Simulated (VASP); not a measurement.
Write the native input for VASP 6.6.1 that does the following.

```
Task                   : electric field gradients
Functional             : LDA
Potentials or basis    : VASP PAW LDA potentials, release 64 (Fe)
Cutoff                 : 520 eV
k mesh                 : 16 × 16 × 16
Occupations            : fermi-dirac, width 0.05 eV
Spin                   : collinear spin, ferromagnetic start
Starting moments       : [3.0] μB
Dipole correction      : no
Further INCAR settings : ALGO = Normal; EDIFF = 1e-08; NBANDS = 14
```

The structure of Fe lies in POSCAR:

```
Fe
1.0
    0.0000000000      1.9672918273      1.9909647747
    1.5181582831      0.0000000000      1.9909647747
    1.5181582831      1.9672918273      0.0000000000
Fe
1
Direct
    0.0000000000      0.0000000000      0.0000000000
```

One way to write it, as run:

INCAR

```
SYSTEM = Fe
PREC     = Accurate       ! precision mode
ENCUT    = 520            ! plane-wave cutoff, eV
EDIFF    = 1E-8           ! SCF threshold, eV
ISMEAR   = -1             ! smearing method
SIGMA    = 0.05           ! smearing width, eV
LREAL    = .FALSE.        ! projectors in reciprocal space
LASPH    = .TRUE.         ! aspherical terms in the spheres
NELM     = 150            ! most SCF steps
ALGO     = Normal         ! electronic algorithm
ISIF     = 2              ! what is computed and relaxed
LWAVE    = .FALSE.        ! write WAVECAR
LCHARG   = .FALSE.        ! write CHGCAR
ISPIN    = 2              ! spin polarisation
MAGMOM   = 3              ! initial moments
LORBIT   = 11             ! projections on sites
LMAXMIX  = 4              ! l up to which the mixer works
LEFG     = .TRUE.       
NBANDS   = 14             ! bands
```

KPOINTS

```
regular mesh
0
G
  16 16 16
  0 0 0
```

Potentials or basis: VASP PAW LDA potentials, release 64 (Fe).

Run with:

```bash
$ cat potpaw_LDA.64/Fe/POTCAR > POTCAR
$ mpirun -np 1 vasp_std > vasp.out
```

It gave:

| Property | Result |
| --- | --- |
| Pressure | -23.9 GPa |
| Net moment | 2.22 μB per cell |
| Site moments | Fe +2.20 μB |
| Largest electric field gradient by atom | Fe +6.7 V/Å² |
| Valence electrons inside the program's atomic spheres | Fe 7.19 |

Caveat: the cell stands under tension; without QUAD_EFG the Cq values of the log hold for a quadrupole moment of 1 mb, not for the nuclei.

Wall time 4.4 min on 1 thread of Intel Xeon 8259CL (shared host), peak memory 0.26 GiB.
